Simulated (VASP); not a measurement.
Wanted: the native input for a VASP 6.6.1 run.

```
Task                   : single point
Functional             : PBEsol
Potentials or basis    : VASP PAW PBE potentials, release 64 (K_sv, F)
Cutoff                 : 520 eV
k mesh                 : 8 × 8 × 8
Occupations            : fermi-dirac, width 0.03 eV
Spin                   : no spin polarisation
Dipole correction      : no
Further INCAR settings : ALGO = Normal; EDIFF = 1e-06; NBANDS = 15
```

The structure of KF lies in POSCAR:

```
KF
1.0
    0.0000000000      2.6718500000      2.6718500000
    2.6718500000      0.0000000000      2.6718500000
    2.6718500000      2.6718500000      0.0000000000
K F
1 1
Direct
   -0.1050000000     -0.1050000000      0.1050000000
    0.6050000000      0.6050000000      0.3950000000
```

This cell differs from its parent crystal: shortest bond scaled by 0.58.

The input as run:

INCAR

```
SYSTEM = KF
  PREC = Accurate
  ENCUT = 520
  EDIFF = 1E-6
  ISMEAR = -1
  SIGMA = 0.03
  LREAL = .False.
  LASPH = .True.
  NELM = 60
  ALGO = Normal
  ISIF = 2
  LWAVE = .False.
  LCHARG = .False.
  GGA = PS
  NBANDS = 15
```

KPOINTS

```
Automatic mesh
0
Gamma
  8 8 8
  0 0 0
```

Potentials or basis: VASP PAW PBE potentials, release 64 (K_sv, F).

Command:

```sh
$ cat potpaw_PBE.64/K_sv/POTCAR potpaw_PBE.64/F/POTCAR > POTCAR
$ mpirun -np 1 vasp_std > vasp.out
```

It gave:

```yaml
Pressure: 55.4 GPa
Largest_force: 25.458 eV/Å
Band_gap_on_the_k_mesh: 3.89 eV (least direct gap 4.09 eV)
```

Caveat: the cell differs from its parent crystal (shortest bond scaled by 0.58); the cell stands under pressure; the PAW data sets were made with another functional, which shifts forces and pressure a little.

It took 60 s on 1 thread of Intel(R) Xeon(R) Platinum 8175M CPU @ 2.50GHz (Skylake/Cascade Lake) (shared host), peak memory 0.17 GiB.
